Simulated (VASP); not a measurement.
# AlP in VASP: relaxation of the atoms with PBEsol

Aim: the relaxation of the atoms of AlP with PBEsol.

All numbers are computed with VASP 6.6.1; they aren't measurements. Logs are shortened: lines on timing, memory, paths and dates and some standing lists are left out, and cuts for length are marked.

## (1) The cell of the first run

The cell holds a slab with vacuum, 10 atoms: a = 3.868 Å, b = 3.868 Å, c = 27.308 Å, α = 90.00°, β = 90.00°, γ = 90.00°.

## (2) Relaxation of the atoms, PBEsol

Contents of INCAR:

```
PREC     = Accurate       # precision mode
ENCUT    = 520            # plane-wave cutoff, eV
EDIFF    = 1E-6           # SCF threshold, eV
ISMEAR   = 0              # smearing method
SIGMA    = 0.05           # smearing width, eV
LREAL    = F              # projectors in reciprocal space
LASPH    = T              # aspherical terms in the spheres
NELM     = 100            # most SCF steps
ALGO     = Fast           # electronic algorithm
ISIF     = 2              # what is computed and relaxed
LWAVE    = F              # write WAVECAR
LCHARG   = F              # write CHGCAR
LDIPOL   = T            
IDIPOL   = 3            
DIPOL    = 0.5 0.5 0.500
GGA      = PS             # functional
IBRION   = 2              # ionic algorithm
NSW      = 80             # ionic steps
EDIFFG   = -0.02          # ionic threshold
```

Contents of KPOINTS:

```
regular mesh
0
Gamma
  7 7 1
```

Contents of POSCAR:

```
AlP
1.0
    3.8681183919      0.0000000000      0.0000000000
    0.0000000000      3.8681183919      0.0000000000
    0.0000000000      0.0000000000     27.3082773539
P Al
5 5
Direct
    0.0000000000      0.5000000000      0.2746420033
    0.5000000000      0.0000000000      0.3748011130
    0.0000000000      0.5000000000      0.4749602226
    0.5000000000      0.0000000000      0.5751193322
    0.0000000000      0.5000000000      0.6752784419
    0.5000000000      0.5000000000      0.3247215581
    0.0000000000      0.0000000000      0.4248806678
    0.5000000000      0.5000000000      0.5250397774
    0.0000000000      0.0000000000      0.6251988870
    0.5000000000      0.5000000000      0.7253579967
```

Potentials or basis: VASP PAW PBE potentials, release 64 (P, Al).

Run with:

```bash
> cat potpaw_PBE.64/P/POTCAR potpaw_PBE.64/Al/POTCAR > POTCAR
> mpirun -np 1 vasp_std > vasp.out
```

OUTCAR:

```text
PREC = Accurate
   ENCUT = 520
   EDIFF = 1E-6
   ISMEAR = 0
   LREAL = F
   LASPH = T
   NELM = 100
   ISIF = 2
   GGA = PS
   IBRION = 2
   NSW = 80
   EDIFFG = -0.02

 ion  position               nearest neighbor table
   1  0.000  0.500  0.275-   6 2.37   6 2.37
   2  0.500  0.000  0.375-   7 2.37   7 2.37   6 2.37   6 2.37
   3  0.000  0.500  0.475-   7 2.37   8 2.37   7 2.37   8 2.37
   4  0.500  0.000  0.575-   9 2.37   9 2.37   8 2.37   8 2.37
   5  0.000  0.500  0.675-  10 2.37  10 2.37   9 2.37   9 2.37
   6  0.500  0.500  0.325-   1 2.37   1 2.37   2 2.37   2 2.37
   7  0.000  0.000  0.425-   2 2.37   3 2.37   3 2.37   2 2.37
   8  0.500  0.500  0.525-   3 2.37   3 2.37   4 2.37   4 2.37
   9  0.000  0.000  0.625-   4 2.37   4 2.37   5 2.37   5 2.37
  10  0.500  0.500  0.725-   5 2.37   5 2.37

  LATTYP: Found a simple tetragonal cell.
 ALAT       =     3.8681183919
 C/A-ratio  =     7.0598349345

  Lattice vectors:

 A1 = (   3.8681183919,   0.0000000000,   0.0000000000)
 A2 = (   0.0000000000,   3.8681183919,   0.0000000000)
 A3 = (   0.0000000000,   0.0000000000,  27.3082773539)

Analysis of symmetry for initial positions (statically):
=====================================================================
 Subroutine PRICEL returns:
 Original cell was already a primitive cell.

 Routine SETGRP: Setting up the symmetry group for a
 simple tetragonal supercell.

 Subroutine GETGRP returns: Found  4 space group operations
 (whereof  4 operations were pure point group operations)
 out of a pool of 16 trial point group operations.

The static configuration has the point symmetry C_2v.

Analysis of symmetry for dynamics (positions and initial velocities):
=====================================================================
 Subroutine PRICEL returns:
 Original cell was already a primitive cell.

 Routine SETGRP: Setting up the symmetry group for a
 simple tetragonal supercell.

 Subroutine GETGRP returns: Found  4 space group operations
 (whereof  4 operations were pure point group operations)
 out of a pool of 16 trial point group operations.

The dynamic configuration has the point symmetry C_2v.

 Subroutine INISYM returns: Found  4 space group operations
 (whereof  4 operations are pure point group operations),
 and found     1 'primitive' translations

----------------------------------------------------------------------------------------

                                     Primitive cell

  volume of cell :     408.5957

  direct lattice vectors                    reciprocal lattice vectors
     3.868118392  0.000000000  0.000000000     0.258523628  0.000000000  0.000000000
     0.000000000  3.868118392  0.000000000     0.000000000  0.258523628  0.000000000
     0.000000000  0.000000000 27.308277354     0.000000000  0.000000000  0.036618934

  length of vectors
     3.868118392  3.868118392 27.308277354     0.258523628  0.258523628  0.036618934

  position of ions in fractional coordinates (direct lattice)
     0.000000000  0.500000000  0.274642003
     0.500000000  0.000000000  0.374801113
     0.000000000  0.500000000  0.474960223
     0.500000000  0.000000000  0.575119332
     0.000000000  0.500000000  0.675278442
     0.500000000  0.500000000  0.324721558
     0.000000000  0.000000000  0.424880668
     0.500000000  0.500000000  0.525039777
     0.000000000  0.000000000  0.625198887
     0.500000000  0.500000000  0.725357997

  ion indices of the primitive-cell ions
   primitive index   ion index
                 1           1
                 2           2
                 3           3
                 4           4
                 5           5
                 6           6
                 7           7
                 8           8
                 9           9
                10          10

----------------------------------------------------------------------------------------

 KPOINTS: regular mesh

Automatic generation of k-mesh.
 Grid dimensions read from file:
 generate k-points for:    7    7    1

 Generating k-lattice:

  Cartesian coordinates                     Fractional coordinates (reciprocal lattice)
     0.036931947  0.000000000  0.000000000     0.142857143  0.000000000  0.000000000
     0.000000000  0.036931947  0.000000000     0.000000000  0.142857143  0.000000000
     0.000000000  0.000000000  0.036618934     0.000000000  0.000000000  1.000000000

  Length of vectors
     0.036931947  0.036931947  0.036618934

  Shift w.r.t. Gamma in fractional coordinates (k-lattice)
     0.000000000  0.000000000  0.000000000

 Subroutine IBZKPT returns following result:
 ===========================================

 Found     16 irreducible k-points:

 Following reciprocal coordinates:
            Coordinates               Weight
  0.000000  0.000000  0.000000      1.000000
  0.142857  0.000000  0.000000      2.000000
  0.000000  0.142857  0.000000      2.000000
  0.285714  0.000000  0.000000      2.000000
  0.000000  0.285714  0.000000      2.000000
  0.428571  0.000000  0.000000      2.000000
[... 8 lines left out ...]
 -0.285714  0.428571  0.000000      4.000000
  0.428571  0.428571  0.000000      4.000000
   k-points           NKPTS =     16   k-points in BZ     NKDIM =     16   number of bands    NBANDS=     26
   number of dos      NEDOS =    301   number of ions     NIONS =     10
   total plane-waves  NPLWV = 189000
   dimension x,y,z NGX =    30 NGY =   30 NGZ =  210
   dimension x,y,z NGXF=    60 NGYF=   60 NGZF=  420
   ions per type =               5   5
   NGX,Y,Z   is equivalent  to a cutoff of  12.89, 12.89, 12.78 a.u.
   NGXF,Y,Z  is equivalent  to a cutoff of  25.79, 25.79, 25.57 a.u.
 SYSTEM =  unknown system
   PREC   = accura    normal or accurate (medium, high low for compatibility)
   ISTART =      0    job   : 0-new  1-cont  2-samecut
   ICHARG =      2    charge: 1-file 2-atom 10-const
   ISPIN  =      1    spin polarized calculation?
   LNONCOLLINEAR =      F non collinear calculations
   LSORBIT =      F    spin-orbit coupling
   LASPH  =      T    aspherical Exc in radial PAW
   ENCUT  =  520.0 eV  38.22 Ry    6.18 a.u.   7.19  7.19 50.78*2*pi/ulx,y,z
   NELM   =    100;   NELMIN=  2; NELMDL= -5     # of ELM steps
   EDIFF  = 0.1E-05   stopping-criterion for ELM
   LREAL  =      F    real-space projection
   EDIFFG = -.2E-01   stopping-criterion for IOM
   NSW    =     80    number of steps for IOM
   IBRION =      2    ionic relax: 0-MD 1-quasi-New 2-CG
   NFREE  =      1    steps in history (QN), initial steepest desc. (CG)
   ISIF   =      2    stress and relaxation
   ISYM   =      2    0-nonsym 1-usesym 2-fastsym
   POTIM  = 0.5000    time-step for ionic-motion
   TEBEG  =    0.0;   TEEND  =   0.0 temperature during run
   PSTRESS=    0.0 pullay stress
   NELECT =      40.0000    total number of electrons
   NUPDOWN=      -1.0000    fix difference up-down
   EMIN   =  10.00;   EMAX   =-10.00  energy-range for DOS
   EFERMI =   0.00;   METHOD = LEGACY
   ISMEAR =     0;   SIGMA  =   0.05  broadening in eV -4-tet -1-fermi 0-gaus
   EFERMI_NEDOS =   21; number of points for ismear=-14 and -15
   IALGO  =     68    algorithm
   IMIX   =      4    mixing-type and parameters
     AMIX     =   0.40;   BMIX     =  1.00
     AMIX_MAG =   1.60;   BMIX_MAG =  1.00
  volume/ion in A,a.u.               =      40.86       275.73
  Fermi-wavevector in a.u.,A,eV,Ry     =   0.754507  1.425812  7.745546  0.569282
  Thomas-Fermi vector in A             =   1.852191
   LORBIT       =      0    0 simple, 1 ext, 2 COOP (PROOUT), +10 PAW based schemes
   GGA     = PS    functional components
   LHFCALC =     F    Hartree Fock is set to
   AEXX    =    0.0000 exact exchange contribution
   IVDW    =     0    specifies the selected vdW correction
   LEPSILON=     F    determine dielectric tensor
   LRPA    =     F    only Hartree local field effects (RPA)
 conjugate gradient relaxation of ions
 non-spin polarized calculation
 RMM-DIIS sequential band-by-band and
 Gauss-broadening in eV      SIGMA  =   0.05
  energy-cutoff  :      520.00
  volume of cell :      408.60
 maximum number of plane-waves:     11040
 NGX is ok and might be reduce to    30
   NGX = 15   NGY = 15   NGZ =101

 dipolmoment           0.000000      0.000000      0.150352 electrons x Angstroem

--------------------------------------- Ionic step        1  -------------------------------------------

 number of electron      40.0000000 magnetization

 Free energy of the ion-electron system (eV)
  ---------------------------------------------------
  ext. energy  EPLUGINS =         0.00000000
  ---------------------------------------------------
  free energy    TOTEN  =       -50.24543309 eV

  energy without entropy =      -50.23586895  energy(sigma->0) =      -50.24065102

------------------------ aborting loop because EDIFF is reached ----------------------------------------

  FORCE on cell =-STRESS in cart. coord.  units (eV):
  Direction    XX          YY          ZZ          XY          YZ          ZX
  --------------------------------------------------------------------------------------
  -------------------------------------------------------------------------------------
  Total       -0.8131105     -3.1310563      0.0004866      0.0000000      0.0000000      0.0000000
  in kB       -3.1883526    -12.2774349      0.0019081      0.0000000      0.0000000      0.0000000
  external PRESSURE =      -5.1546265 kB  Pullay stress =       0.0000000 kB
[... 337 lines left out ...]
  energy  without entropy=      -50.2564826815  energy(sigma->0) =      -50.26161791

--------------------------------------- Ionic step        9  -------------------------------------------

 number of electron      40.0000002 magnetization

 dipolmoment           0.000000      0.000000     -0.132607 electrons x Angstroem

 Free energy of the ion-electron system (eV)
  ---------------------------------------------------
  ext. energy  EPLUGINS =         0.00000000
  ---------------------------------------------------
  free energy    TOTEN  =       -50.26680136 eV

  energy without entropy =      -50.25648051  energy(sigma->0) =      -50.26164094

 E-fermi :  -0.3451     XC(G=0):  -5.3633

 val. band max:       -0.3575892407   @ k =   0.4286   0.2857   0.0000
 cond. band min:      -0.3364542222   @ k =   0.0000   0.0000   0.0000
 fundamental gap:      0.0211350185
 Fermi energy:        -0.3450579914

 k-point     1 :       0.0000    0.0000    0.0000
  band No.  band energies     occupation
      1     -12.2667      2.00000
      2     -11.7350      2.00000
      3     -11.1341      2.00000
      4     -10.4453      2.00000
      5      -9.3607      2.00000
      6      -5.9864      2.00000
[... 453 lines left out ...]
     25       2.2825      0.00000
     26       2.4122      0.00000

------------------------ aborting loop because EDIFF is reached ----------------------------------------

 vacuum level on the upper side and lower side of the slab       (xc-potential included)        -0.880         0.729

  FORCE on cell =-STRESS in cart. coord.  units (eV):
  Direction    XX          YY          ZZ          XY          YZ          ZX
  --------------------------------------------------------------------------------------
  -------------------------------------------------------------------------------------
  Total        0.2153733     -3.9454174      0.0050374      0.0000000      0.0000000      0.0000000
  in kB        0.8445174    -15.4706910      0.0197527      0.0000000      0.0000000      0.0000000
  external PRESSURE =      -4.8688070 kB  Pullay stress =       0.0000000 kB

 VOLUME and BASIS-vectors are now :
 -----------------------------------------------------------------------------
  energy-cutoff  :      520.00
  volume of cell :      408.60
      direct lattice vectors                 reciprocal lattice vectors
     3.868118392  0.000000000  0.000000000     0.258523628  0.000000000  0.000000000
     0.000000000  3.868118392  0.000000000     0.000000000  0.258523628  0.000000000
     0.000000000  0.000000000 27.308277354     0.000000000  0.000000000  0.036618934
[... 16 lines left out ...]
  FREE ENERGIE OF THE ION-ELECTRON SYSTEM (eV)
  ---------------------------------------------------
  free  energy   TOTEN  =       -50.2668013638 eV

  energy  without entropy=      -50.2564805065  energy(sigma->0) =      -50.26164094

 reached required accuracy - stopping structural energy minimisation

 vacuum level on the upper side and lower side of the slab         4.432         6.065
```

It took 27 min on 1 thread of Oxide Virtual Turin-like, shared host; peak memory 0.52 GiB.

Results:

```yaml
Free_energy: -50.2668 eV
Energy_gained_by_relaxing: 2.1 meV/atom
Ionic_steps: 9
Largest_force_after_relaxing: 0.015 eV/Å
Band_gap_on_the_k_mesh: zero (bands 20 and 21 overlap by 0.08 eV)
```

Forces in eV/Å, atoms in the order of the input:
```
P    0.000  0.000  0.003
P    0.000  0.000  0.004
P    0.000  0.000  0.001
P    0.000  0.000 -0.007
P    0.000  0.000  0.001
Al   0.000  0.000 -0.011
Al   0.000  0.000  0.005
Al   0.000  0.000 -0.008
Al   0.000  0.000  0.015
Al   0.000  0.000 -0.002
```

Step by step:
| step | energy change (eV) | largest force (eV/Å) | pressure (GPa) |
| --- | --- | --- | --- |
| 1 | 0.0000 | 0.4176 | -0.52 |
| 2 | -0.0191 | 0.1124 | -0.49 |
| 3 | -0.0195 | 0.0828 | -0.49 |
| 4 | -0.0203 | 0.0496 | -0.49 |
| 5 | -0.0206 | 0.0450 | -0.48 |
| 6 | -0.0210 | 0.0267 | -0.48 |
| 7 | -0.0211 | 0.0427 | -0.48 |
| 8 | -0.0213 | 0.0219 | -0.48 |
| 9 | -0.0214 | 0.0149 | -0.49 |

Final structure:
```
P Al
1.0
     3.86812    0.00000    0.00000
     0.00000    3.86812    0.00000
     0.00000    0.00000   27.30828
P Al
5 5
Cartesian
  0.0000 1.9341 7.5330
  1.9341 0.0000 10.2460
  0.0000 1.9341 12.9720
  1.9341 0.0000 15.7088
  0.0000 1.9341 18.4468
  1.9341 1.9341 8.8483
  0.0000 0.0000 11.5784
  1.9341 1.9341 14.3198
  0.0000 0.0000 17.0535
  1.9341 1.9341 19.8350
```

Caveat: the PAW data sets were made with another functional, which shifts forces and pressure a little.
